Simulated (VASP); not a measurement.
Input of a VASP 6.6.1 run:

The input INCAR:

```
ALGO     = Normal         # electronic algorithm
EDIFF    = 1E-7           # SCF threshold, eV
ENCUT    = 520            # plane-wave cutoff, eV
GGA      = PE             # functional
ISIF     = 2              # what is computed and relaxed
ISMEAR   = -5             # smearing method
LASPH    = T              # aspherical terms in the spheres
LCHARG   = T              # write CHGCAR
LELF     = T              # ELF
LREAL    = F              # projectors in reciprocal space
LVHAR    = T            
LWAVE    = F              # write WAVECAR
NBANDS   = 26             # bands
NELM     = 60             # most SCF steps
PREC     = Accurate       # precision mode
SIGMA    = 0.1            # smearing width, eV
```

Contents of KPOINTS:

```
k-points
0
Gamma
  6 6 4
```

POSCAR

```
GaN
1.0
    3.1831495813      0.0000000000      0.0000000000
   -1.5915747906      2.7566884014      0.0000000000
    0.0000000000      0.0000000000      5.1836255286
Ga N
2 2
Direct
    0.3333333333      0.6666666667     -0.0008868509
    0.6666666667      0.3333333333      0.4991131491
    0.3333333333      0.6666666667      0.3758868509
    0.6666666667      0.3333333333      0.8758868509
```

Potentials or basis: VASP PAW PBE potentials, release 64 (Ga_d, N).

Launch:

```console
$ cat potpaw_PBE.64/Ga_d/POTCAR potpaw_PBE.64/N/POTCAR > POTCAR
$ mpirun -np 1 vasp_std > vasp.out
```

Task: What does it give for the largest force?

Result: 0.004 eV/Å.

Task: Predict the pressure.

Result: 6.2 GPa.

Task: What does it give for the band gap on the k mesh?

Result: 1.94 eV, direct.

Forces on the atoms (eV/Å):
```
Ga   0.000  0.000  0.004
Ga   0.000  0.000  0.004
N    0.000  0.000 -0.004
N    0.000  0.000 -0.004
```
